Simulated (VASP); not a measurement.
Here is a VASP 6.6.1 calculation.

Contents of POSCAR:

```
HfO2
1.0
    3.5099320929      0.0000000000      0.0000000000
    0.0000000000      3.5099320929      0.0000000000
    0.0000000000      0.0000000000      5.1019626251
Hf O
2 4
Direct
    0.0000000000      0.0000000000      0.0000000000
    0.5000000000      0.5000000000      0.5000000000
    0.0000000000      0.5000000000      0.1972078800
    0.5000000000      0.0000000000      0.3027921200
    0.5000000000      0.0000000000      0.8027921200
    0.0000000000      0.5000000000      0.6972078800
```

The input INCAR.step1:

```
PREC     = Accurate       # precision mode
ENCUT    = 520            # plane-wave cutoff, eV
ISMEAR   = -1             # smearing method
SIGMA    = 0.05           # smearing width, eV
LREAL    = F              # projectors in reciprocal space
LASPH    = T              # aspherical terms in the spheres
NELM     = 80             # most SCF steps
NBANDS   = 31             # bands
GGA      = PE             # functional
ALGO     = Normal         # electronic algorithm
EDIFF    = 1E-4           # SCF threshold, eV
LWAVE    = T              # write WAVECAR
LCHARG   = F              # write CHGCAR
```

The input INCAR.step2:

```
PREC     = Accurate       # precision mode
ENCUT    = 520            # plane-wave cutoff, eV
EDIFF    = 1E-6           # SCF threshold, eV
ISMEAR   = -1             # smearing method
SIGMA    = 0.05           # smearing width, eV
LREAL    = F              # projectors in reciprocal space
LASPH    = T              # aspherical terms in the spheres
NELM     = 80             # most SCF steps
ALGO     = Normal         # electronic algorithm
ISIF     = 2              # what is computed and relaxed
LWAVE    = F              # write WAVECAR
LCHARG   = F              # write CHGCAR
METAGGA  = R2SCAN         # meta-GGA
LMIXTAU  = T            
NBANDS   = 31             # bands
ISTART   = 1
```

The input KPOINTS:

```
regular mesh
0
Gamma
  8 8 5
```

Potentials or basis: VASP PAW PBE potentials, release 64 (Hf_pv, O).

Launch:

```console
$ cat potpaw_PBE.64/Hf_pv/POTCAR potpaw_PBE.64/O/POTCAR > POTCAR
$ cp INCAR.step1 INCAR
$ mpirun -np 1 vasp_std > vasp.out
$ cp INCAR.step2 INCAR
$ mpirun -np 1 vasp_std > vasp.out
```

Task: Estimate the largest force.

Result: 0.247 eV/Å.

Task: Predict the pressure.

Result: 12.5 GPa.

Stress tensor (GPa, compression positive):
```
13.16  0.00  0.00
 0.00 13.16  0.00
 0.00  0.00 11.20
```

Caveat: the PAW data sets were made with another functional, which shifts forces and pressure a little.
